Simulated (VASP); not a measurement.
# GaN (P6_3mc) in VASP: a series of runs

The runs below take GaN through single point, with PBE.

Everything below comes from runs of VASP 6.6.1. Logs are shortened: lines on timing, memory, paths and dates and some standing lists are left out, and cuts for length are marked.

### 1 The cell of the first run

The structure is hexagonal, space group P6_3mc (No. 186). Conventional cell: a = 3.339 Å, b = 3.339 Å, c = 5.037 Å, α = 90.00°, β = 90.00°, γ = 120.00°. Ga (site symmetry 3m) has 4 N at 1.89 to 2.03 Å within 2.5 Å. Within 2.5 Å of N (site symmetry 3m) lie 4 Ga at 1.89 to 2.03 Å.

### 2 Single point, PBE (strain +0.050 along x and y, -0.025 along z)

Contents of INCAR:

```
SYSTEM = GaN
PREC = Accurate
ENCUT = 520
EDIFF = 1E-6
ISMEAR = 0
SIGMA = 0.05
LREAL = .False.
LASPH = .True.
NELM = 80
ALGO = Normal
ISIF = 2
LWAVE = .False.
LCHARG = .False.
GGA = PE
NBANDS = 26
```

Contents of KPOINTS:

```
Automatic mesh
0
Gamma
  12 12 6
  0 0 0
```

Contents of POSCAR:

```
GaN
1.0
    3.3389996435      0.0000000000      0.0000000000
   -1.6694998218      2.8916585145      0.0000000000
    0.0000000000      0.0000000000      5.0368500000
Ga N
2 2
Direct
    0.3333333333      0.6666666667      0.0000000000
    0.6666666667      0.3333333333      0.5000000000
    0.3333333333      0.6666666667      0.3750000000
    0.6666666667      0.3333333333      0.8750000000
```

Potentials or basis: VASP PAW PBE potentials, release 64 (Ga_d, N).

Command:

```console
cat potpaw_PBE.64/Ga_d/POTCAR potpaw_PBE.64/N/POTCAR > POTCAR
mpirun -np 1 vasp_std > vasp.out
```

OUTCAR:

```text
SYSTEM = GaN
   PREC = Accurate
   ENCUT = 520
   EDIFF = 1E-6
   ISMEAR = 0
   LREAL = .False.
   LASPH = .True.
   NELM = 80
   ISIF = 2
   GGA = PE

 ion  position               nearest neighbor table
   1  0.333  0.667  0.000-   3 1.89   4 2.03   4 2.03   4 2.03
   2  0.667  0.333  0.500-   4 1.89   3 2.03   3 2.03   3 2.03
   3  0.333  0.667  0.375-   1 1.89   2 2.03   2 2.03   2 2.03
   4  0.667  0.333  0.875-   2 1.89   1 2.03   1 2.03   1 2.03

  LATTYP: Found a hexagonal cell.
 ALAT       =     3.3389996435
 C/A-ratio  =     1.5084907271

  Lattice vectors:

 A1 = (   3.3389996435,   0.0000000000,   0.0000000000)
 A2 = (  -1.6694998218,   2.8916585145,   0.0000000000)
 A3 = (   0.0000000000,   0.0000000000,   5.0368500000)

Analysis of symmetry for initial positions (statically):
=====================================================================
 Subroutine PRICEL returns:
 Original cell was already a primitive cell.

 Routine SETGRP: Setting up the symmetry group for a
 hexagonal supercell.

 Subroutine GETGRP returns: Found 12 space group operations
 (whereof  6 operations were pure point group operations)
 out of a pool of 24 trial point group operations.

The static configuration has the point symmetry C_3v.
 The point group associated with its full space group is C_6v.

Analysis of symmetry for dynamics (positions and initial velocities):
=====================================================================
 Subroutine PRICEL returns:
 Original cell was already a primitive cell.

 Routine SETGRP: Setting up the symmetry group for a
 hexagonal supercell.

 Subroutine GETGRP returns: Found 12 space group operations
 (whereof  6 operations were pure point group operations)
 out of a pool of 24 trial point group operations.

The dynamic configuration has the point symmetry C_3v.
 The point group associated with its full space group is C_6v.

 Subroutine INISYM returns: Found 12 space group operations
 (whereof  6 operations are pure point group operations),
 and found     1 'primitive' translations

----------------------------------------------------------------------------------------

                                     Primitive cell

  volume of cell :      48.6320

  direct lattice vectors                    reciprocal lattice vectors
     3.338999643  0.000000000  0.000000000     0.299490898  0.172911150  0.000000000
    -1.669499822  2.891658514  0.000000000     0.000000000  0.345822301  0.000000000
     0.000000000  0.000000000  5.036850000     0.000000000  0.000000000  0.198536784

  length of vectors
     3.338999643  3.338999644  5.036850000     0.345822301  0.345822301  0.198536784

  position of ions in fractional coordinates (direct lattice)
     0.333333333  0.666666667  0.000000000
     0.666666667  0.333333333  0.500000000
     0.333333333  0.666666667  0.375000000
     0.666666667  0.333333333  0.875000000

  ion indices of the primitive-cell ions
   primitive index   ion index
                 1           1
                 2           2
                 3           3
                 4           4

----------------------------------------------------------------------------------------

 KPOINTS: Automatic mesh

Automatic generation of k-mesh.
 Grid dimensions read from file:
 generate k-points for:   12   12    6

 Generating k-lattice:

  Cartesian coordinates                     Fractional coordinates (reciprocal lattice)
     0.024957575  0.014409263  0.000000000     0.083333333  0.000000000  0.000000000
     0.000000000  0.028818525  0.000000000     0.000000000  0.083333333  0.000000000
     0.000000000  0.000000000  0.033089464     0.000000000  0.000000000  0.166666667

  Length of vectors
     0.028818525  0.028818525  0.033089464

  Shift w.r.t. Gamma in fractional coordinates (k-lattice)
     0.000000000  0.000000000  0.000000000

 Subroutine IBZKPT returns following result:
 ===========================================

 Found     76 irreducible k-points:

 Following reciprocal coordinates:
            Coordinates               Weight
  0.000000  0.000000  0.000000      1.000000
  0.083333 -0.000000  0.000000      6.000000
  0.166667 -0.000000  0.000000      6.000000
  0.250000  0.000000  0.000000      6.000000
  0.333333 -0.000000  0.000000      6.000000
  0.416667 -0.000000  0.000000      6.000000
[... 16 lines left out ...]
  0.250000  0.000000  0.166667     12.000000
  0.333333 -0.000000  0.166667     12.000000
 [... further k-points ...]
   k-points           NKPTS =     76   k-points in BZ     NKDIM =     76   number of bands    NBANDS=     26
   number of dos      NEDOS =    301   number of ions     NIONS =      4
   total plane-waves  NPLWV =  31360
   dimension x,y,z NGX =    28 NGY =   28 NGZ =   40
   dimension x,y,z NGXF=    56 NGYF=   56 NGZF=   80
   ions per type =               2   2
   NGX,Y,Z   is equivalent  to a cutoff of  13.94, 13.94, 13.20 a.u.
   NGXF,Y,Z  is equivalent  to a cutoff of  27.88, 27.88, 26.40 a.u.
 SYSTEM =  GaN
   PREC   = accura    normal or accurate (medium, high low for compatibility)
   ISTART =      0    job   : 0-new  1-cont  2-samecut
   ICHARG =      2    charge: 1-file 2-atom 10-const
   ISPIN  =      1    spin polarized calculation?
   LNONCOLLINEAR =      F non collinear calculations
   LSORBIT =      F    spin-orbit coupling
   LASPH  =      T    aspherical Exc in radial PAW
   ENCUT  =  520.0 eV  38.22 Ry    6.18 a.u.   6.21  6.21  9.37*2*pi/ulx,y,z
   NELM   =     80;   NELMIN=  2; NELMDL= -5     # of ELM steps
   EDIFF  = 0.1E-05   stopping-criterion for ELM
   LREAL  =      F    real-space projection
   EDIFFG = 0.1E-04   stopping-criterion for IOM
   NSW    =      0    number of steps for IOM
   IBRION =     -1    ionic relax: 0-MD 1-quasi-New 2-CG
   NFREE  =      0    steps in history (QN), initial steepest desc. (CG)
   ISIF   =      2    stress and relaxation
   ISYM   =      2    0-nonsym 1-usesym 2-fastsym
   POTIM  = 0.5000    time-step for ionic-motion
   TEBEG  =    0.0;   TEEND  =   0.0 temperature during run
   PSTRESS=    0.0 pullay stress
   NELECT =      36.0000    total number of electrons
   NUPDOWN=      -1.0000    fix difference up-down
   EMIN   =  10.00;   EMAX   =-10.00  energy-range for DOS
   EFERMI =   0.00;   METHOD = LEGACY
   ISMEAR =     0;   SIGMA  =   0.05  broadening in eV -4-tet -1-fermi 0-gaus
   EFERMI_NEDOS =   21; number of points for ismear=-14 and -15
   IALGO  =     38    algorithm
   IMIX   =      4    mixing-type and parameters
     AMIX     =   0.40;   BMIX     =  1.00
     AMIX_MAG =   1.60;   BMIX_MAG =  1.00
  volume/ion in A,a.u.               =      12.16        82.05
  Fermi-wavevector in a.u.,A,eV,Ry     =   1.480931  2.798554 29.839713  2.193157
  Thomas-Fermi vector in A             =   2.594904
   LORBIT       =      0    0 simple, 1 ext, 2 COOP (PROOUT), +10 PAW based schemes
   GGA     = PE    functional components
   LHFCALC =     F    Hartree Fock is set to
   AEXX    =    0.0000 exact exchange contribution
   IVDW    =     0    specifies the selected vdW correction
   LEPSILON=     F    determine dielectric tensor
   LRPA    =     F    only Hartree local field effects (RPA)
 non-spin polarized calculation
 Gauss-broadening in eV      SIGMA  =   0.05
  energy-cutoff  :      520.00
  volume of cell :       48.63
 maximum number of plane-waves:      1332
 NGX is ok and might be reduce to    28
   NGX = 13   NGY = 13   NGZ = 19

 number of electron      36.0000015 magnetization

 Free energy of the ion-electron system (eV)
  ---------------------------------------------------
  ext. energy  EPLUGINS =         0.00000000
  ---------------------------------------------------
  free energy    TOTEN  =       -24.09162283 eV

  energy without entropy =      -24.09162283  energy(sigma->0) =      -24.09162283

 E-fermi :   4.9445     XC(G=0): -11.3305

 val. band max:        4.6981867939   @ k =   0.0000   0.0000   0.0000
 cond. band min:       6.1752817268   @ k =   0.0000   0.0000   0.0000
 fundamental gap:      1.4770949329
 Fermi energy:         4.9444513391

 k-point     1 :       0.0000    0.0000    0.0000
  band No.  band energies     occupation
      1     -10.8516      2.00000
      2     -10.1028      2.00000
      3      -8.7345      2.00000
      4      -8.7266      2.00000
      5      -8.7266      2.00000
      6      -8.6625      2.00000
[... 18 lines left out ...]
     25      15.5950      0.00000
     26      16.5137      0.00000

 k-point     2 :       0.0833   -0.0000    0.0000
  band No.  band energies     occupation
      1     -10.7983      2.00000
      2     -10.0944      2.00000
      3      -8.7302      2.00000
      4      -8.7206      2.00000
      5      -8.7012      2.00000
      6      -8.6568      2.00000
[... 18 lines left out ...]
     25      15.7372      0.00000
     26      16.5168      0.00000

 k-point     3 :       0.1667   -0.0000    0.0000
  band No.  band energies     occupation
      1     -10.6551      2.00000
      2     -10.0738      2.00000
      3      -8.7139      2.00000
      4      -8.7069      2.00000
      5      -8.6605      2.00000
      6      -8.6267      2.00000
[... 18 lines left out ...]
     25      16.0823      0.00000
     26      16.3191      0.00000

 k-point     4 :       0.2500    0.0000    0.0000
  band No.  band energies     occupation
      1     -10.4705      2.00000
      2     -10.0515      2.00000
      3      -8.6951      2.00000
      4      -8.6951      2.00000
      5      -8.6423      2.00000
      6      -8.5913      2.00000
[... 18 lines left out ...]
     25      15.9280      0.00000
     26      16.5194      0.00000

 k-point     5 :       0.3333   -0.0000    0.0000
  band No.  band energies     occupation
      1     -10.3071      2.00000
      2     -10.0362      2.00000
      3      -8.6912      2.00000
      4      -8.6837      2.00000
      5      -8.6302      2.00000
      6      -8.5757      2.00000
[... 18 lines left out ...]
     25      15.8132      0.00000
     26      17.0645      0.00000

 k-point     6 :       0.4167   -0.0000    0.0000
  band No.  band energies     occupation
      1     -10.2049      2.00000
      2     -10.0298      2.00000
      3      -8.6921      2.00000
      4      -8.6824      2.00000
      5      -8.6241      2.00000
      6      -8.5678      2.00000
[... 427 lines left out ...]
 k-point    21 :       0.0833   -0.0000    0.1667
  band No.  band energies     occupation
      1     -10.7168      2.00000
      2     -10.1030      2.00000
      3      -8.7277      2.00000
      4      -8.7205      2.00000
      5      -8.6853      2.00000
      6      -8.6636      2.00000
[... 18 lines left out ...]
     25      15.4542      0.00000
     26      15.5802      0.00000

 k-point    22 :       0.1667   -0.0000    0.1667
  band No.  band energies     occupation
      1     -10.5824      2.00000
      2     -10.0783      2.00000
      3      -8.7164      2.00000
      4      -8.7048      2.00000
      5      -8.6644      2.00000
      6      -8.6349      2.00000
[... 18 lines left out ...]
     25      15.6013      0.00000
     26      15.8369      0.00000

 k-point    23 :       0.2500    0.0000    0.1667
  band No.  band energies     occupation
      1     -10.4119      2.00000
      2     -10.0512      2.00000
      3      -8.7011      2.00000
      4      -8.6894      2.00000
      5      -8.6515      2.00000
      6      -8.5990      2.00000
[... 18 lines left out ...]
     25      15.5809      0.00000
     26      16.3344      0.00000

 k-point    24 :       0.3333   -0.0000    0.1667
  band No.  band energies     occupation
      1     -10.2638      2.00000
      2     -10.0316      2.00000
      3      -8.6923      2.00000
      4      -8.6815      2.00000
      5      -8.6379      2.00000
      6      -8.5745      2.00000
[... 18 lines left out ...]
     25      15.7326      0.00000
     26      16.8934      0.00000

 [... further k-points ...]
[... 5 lines left out ...]
  --------------------------------------------------------------------------------------
  -------------------------------------------------------------------------------------
  Total       -3.7826894     -3.7826894      4.3660260      0.0000000      0.0000000      0.0000000
  in kB     -124.6203228   -124.6203228    143.8382872      0.0000000      0.0000000      0.0000000
  external PRESSURE =     -35.1341195 kB  Pullay stress =       0.0000000 kB

 VOLUME and BASIS-vectors are now :
 -----------------------------------------------------------------------------
  energy-cutoff  :      520.00
  volume of cell :       48.63
      direct lattice vectors                 reciprocal lattice vectors
     3.338999643  0.000000000  0.000000000     0.299490898  0.172911150  0.000000000
    -1.669499822  2.891658514  0.000000000     0.000000000  0.345822301  0.000000000
     0.000000000  0.000000000  5.036850000     0.000000000  0.000000000  0.198536784

 POSITION                                       TOTAL-FORCE (eV/Angst)
 -----------------------------------------------------------------------------------
     -0.00000      1.92777      0.00000         0.000000      0.000000     -0.917226
      1.66950      0.96389      2.51843        -0.000000     -0.000000     -0.917226
     -0.00000      1.92777      1.88882        -0.000000     -0.000000      0.917226
      1.66950      0.96389      4.40724         0.000000     -0.000000      0.917226
 -----------------------------------------------------------------------------------
    total drift:                               -0.000000     -0.000000      0.000021

  FREE ENERGIE OF THE ION-ELECTRON SYSTEM (eV)
  ---------------------------------------------------
  free  energy   TOTEN  =       -24.0916228261 eV

  energy  without entropy=      -24.0916228261  energy(sigma->0) =      -24.09162283
```

Wall time 68 s (1 thread of AMD EPYC 9R45 (Zen 5), shared host); peak memory 0.19 GiB.

What came out:

- Free energy: -24.0916 eV
- Pressure: -3.5 GPa
- Largest force: 0.917 eV/Å
- Band gap on the k mesh: 1.48 eV, direct

Forces in eV/Å, atoms in the order of the input:
```
Ga   0.000  0.000 -0.917
Ga   0.000  0.000 -0.917
N    0.000  0.000  0.917
N    0.000  0.000  0.917
```

Stress tensor (GPa, compression positive):
```
-12.46   0.00   0.00
  0.00 -12.46   0.00
  0.00   0.00  14.38
```

Caveat: the cell differs from its parent crystal (strain +0.050 along x and y, -0.025 along z).

### 3 Single point, PBE (strain +0.025 along x and y, +0.025 along z)

Contents of INCAR:

```
SYSTEM = GaN
PREC = Accurate
ENCUT = 520
EDIFF = 1E-6
ISMEAR = 0
SIGMA = 0.05
LREAL = .FALSE.
LASPH = .TRUE.
NELM = 60
ALGO = Normal
ISIF = 2
LWAVE = .FALSE.
LCHARG = .TRUE.
GGA = PE
LELF = .TRUE.
LVHAR = .TRUE.
NBANDS = 26
```

Contents of KPOINTS:

```
Automatic mesh
0
G
  12 12 6
  0 0 0
```

Contents of POSCAR:

```
GaN
1.0
    3.2594996520      0.0000000000      0.0000000000
   -1.6297498260      2.8228095022      0.0000000000
    0.0000000000      0.0000000000      5.2951500000
Ga N
2 2
Direct
    0.3333333333      0.6666666667      0.0000000000
    0.6666666667      0.3333333333      0.5000000000
    0.3333333333      0.6666666667      0.3750000000
    0.6666666667      0.3333333333      0.8750000000
```

Potentials or basis: VASP PAW PBE potentials, release 64 (Ga_d, N).

Command:

```console
cat potpaw_PBE.64/Ga_d/POTCAR potpaw_PBE.64/N/POTCAR > POTCAR
mpirun -np 1 vasp_std > vasp.out
```

It took 56 s on 1 thread of AMD EPYC 9R45 (Zen 5), shared host; peak memory 0.18 GiB.

It converged, with:

- Free energy: -24.2979 eV
- Pressure: -5.4 GPa
- Largest force: 0.116 eV/Å
- Band gap on the k mesh: 1.47 eV, direct

Forces in eV/Å, atoms in the order of the input:
```
Ga   0.000  0.000 -0.116
Ga   0.000  0.000 -0.116
N    0.000  0.000  0.116
N    0.000  0.000  0.116
```

Stress tensor (GPa, compression positive):
```
-5.94  0.00  0.00
 0.00 -5.94  0.00
 0.00  0.00 -4.36
```

Levels at points of the mesh, in eV from the valence-band top:
| k point | band 14 | band 15 | band 16 | band 17 | band 18 | band 19 | band 20 | band 21 | band 22 | band 23 |
| --- | --- | --- | --- | --- | --- | --- | --- | --- | --- | --- |
| (0.00, 0.00, 0.00) | -0.97 | -0.97 | -0.06 | 0.00 | 0.00 | 1.47 | 3.83 | 8.83 | 9.50 | 9.50 |
| (0.50, 0.00, 0.00) | -5.05 | -3.95 | -2.53 | -2.05 | -0.90 | 4.86 | 5.14 | 5.90 | 8.06 | 9.98 |
| (0.00, 0.00, 0.50) | -3.75 | -0.50 | -0.50 | -0.50 | -0.50 | 3.82 | 3.82 | 8.15 | 8.15 | 10.01 |
| (0.50, 0.00, 0.50) | -6.26 | -1.78 | -1.78 | -1.78 | -1.78 | 4.18 | 4.18 | 7.37 | 7.37 | 9.60 |

Caveat: the cell differs from its parent crystal (strain +0.025 along x and y, +0.025 along z).
